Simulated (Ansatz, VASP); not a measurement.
# Two plane-wave programs on SiO

```
Si O
1.0
     2.80697    0.00000    0.00000
     0.00000    2.80697    0.00000
     0.00000    0.00000    2.75083
Si O
1 1
Cartesian
  0.0000 0.0000 0.0000
  1.4035 1.4035 1.3754
```

Alike in both runs: functional PBE; k mesh 8 × 8 × 8; occupations fermi-dirac, width 0.05 eV; no spin polarisation.

```csv
,VASP,Ansatz
version,VASP 6.6.1,Ansatz 0.2.0
potentials or method,"VASP PAW PBE potentials, release 64 (Si, O)",Ansatz PAW
plane-wave cutoff (eV),520,420
valence electrons in the cell,10,10
task,single point,band structure
```

Ansatz gave:

| Item | Value |
| --- | --- |
| gap on the k mesh at the Fermi level (eV) | none |
| pressure (GPa) | 2.0 |
| traceless stress, the component that is largest in VASP (GPa) | 0.77 |

Problem. What did VASP give for the same quantities?

Solution. gap on the k mesh at the Fermi level (eV): none; pressure (GPa): 1.9; traceless stress, the component that is largest in VASP (GPa): 0.78.

A gap of «none» marks a metal or a gap that the smearing closes. The functional is the same, so the differences come from potentials, cutoffs and numerics.
